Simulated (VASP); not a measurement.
Input of a VASP 6.6.1 run:

The input INCAR:

```
ALGO     = Normal         # electronic algorithm
EDIFF    = 1E-6           # SCF threshold, eV
EDIFFG   = -0.005         # ionic threshold
ENCUT    = 600            # plane-wave cutoff, eV
GGA      = PE             # functional
IBRION   = 2              # ionic algorithm
ISIF     = 3              # what is computed and relaxed
ISMEAR   = -1             # smearing method
LASPH    = T              # aspherical terms in the spheres
LCHARG   = F              # write CHGCAR
LREAL    = F              # projectors in reciprocal space
LWAVE    = F              # write WAVECAR
NELM     = 100            # most SCF steps
NSW      = 80             # ionic steps
PREC     = Accurate       # precision mode
SIGMA    = 0.02           # smearing width, eV
```

KPOINTS

```
k-points
0
Gamma
  10 10 10
```

File POSCAR:

```
SnH2
1.0
    0.0000000000      2.1461958874      2.1461958874
    2.1461958874      0.0000000000      2.1461958874
    2.1461958874      2.1461958874      0.0000000000
Sn H
1 2
Direct
    0.0000000000      0.0000000000      0.0000000000
    0.2500000000      0.2500000000      0.2500000000
    0.7500000000      0.7500000000      0.7500000000
```

Potentials or basis: VASP PAW PBE potentials, release 64 (Sn_d, H).

The run is started by

```console
$ cat potpaw_PBE.64/Sn_d/POTCAR potpaw_PBE.64/H/POTCAR > POTCAR
$ mpirun -np 1 vasp_std > vasp.out
```

Problem. What does it give for the relaxed cell?

Solution. a = 3.787 Å, b = 3.787 Å, c = 3.787 Å, α = 60.00°, β = 60.00°, γ = 60.00°.

Problem. What does it give for the relaxed volume?

Solution. 12.80 Å³/atom.

Problem. Estimate the space group after relaxing (to 0.05 Å).

Solution. Fm-3m (No. 225).

The path:
```tsv
step	energy change (eV)	largest force (eV/Å)	pressure (GPa)	volume (Å³)
1	0.0000	0.0000	125.38	19.77
2	-3.9858	0.0000	-0.16	38.51
3	-3.9851	0.0000	0.54	37.94
4	-3.9851	0.0000	0.56	37.94
5	-3.9851	0.0000	0.51	37.95
6	-3.9851	0.0000	0.54	37.95
7	-3.9851	0.0000	0.54	37.95
8	-3.9851	0.0000	0.54	37.95
9	-3.9851	0.0000	0.55	37.95
10	-3.9851	0.0000	0.55	37.95
11	-3.9851	0.0000	0.56	37.95
12	-3.9851	0.0000	0.57	37.95
13	-3.9852	0.0000	0.51	37.96
14	-3.9852	0.0000	0.52	37.97
15	-3.9853	0.0000	0.48	37.99
16	-3.9854	0.0000	0.44	38.03
17	-3.9856	0.0000	0.36	38.12
18	-3.9858	0.0000	0.15	38.28
19	-3.9857	0.0000	-0.30	38.62
20	-3.9859	0.0000	-0.01	38.39
```

Caveat: the volume moved by over 15 % at a fixed basis, so the end points are rough.
